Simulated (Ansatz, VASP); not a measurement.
**SnO2 in VASP and in Ansatz**

```
Sn O
1.0
     4.48865    0.00000    0.00000
     0.00000    4.48913    0.00000
     0.00000    0.00000    3.03244
Sn O
2 4
Direct
  0.50000 0.50000 0.50000
  0.00000 0.00000 0.00000
  0.30599 0.35807 0.00000
  0.80599 0.14193 0.50000
  0.19401 0.85807 0.50000
  0.69401 0.64193 0.00000
```

Alike in both runs: task single point; functional LDA; k mesh 6 × 6 × 8; occupations gaussian, width 0.05 eV; no spin polarisation.

|  | VASP | Ansatz |
| --- | --- | --- |
| version | VASP 6.6.1 | Ansatz 0.2.0 |
| potentials or method | VASP PAW LDA potentials, release 64 (Sn_d, O), cutoff 520 eV | scalar-relativistic, plane waves, PAW |
| valence electrons in the cell | 52 | 52 |

Ansatz gave:

```
gap on the k mesh at the Fermi level (eV) : 3.25
least direct gap on the mesh (eV)         : 3.39
rms of the force components (eV/Å)        : 3.393
```

Problem. Which values does VASP return?

Solution. gap on the k mesh at the Fermi level (eV): 3.28; least direct gap on the mesh (eV): 3.42; rms of the force components (eV/Å): 3.466.

Ansatz warns that its potentials were made for another functional, while VASP's fit it. LDA's correlation is that of Perdew and Zunger in VASP and of Perdew and Wang (1992) in Ansatz. Atom by atom the forces differ by 0.074 eV/Å (rms over components).
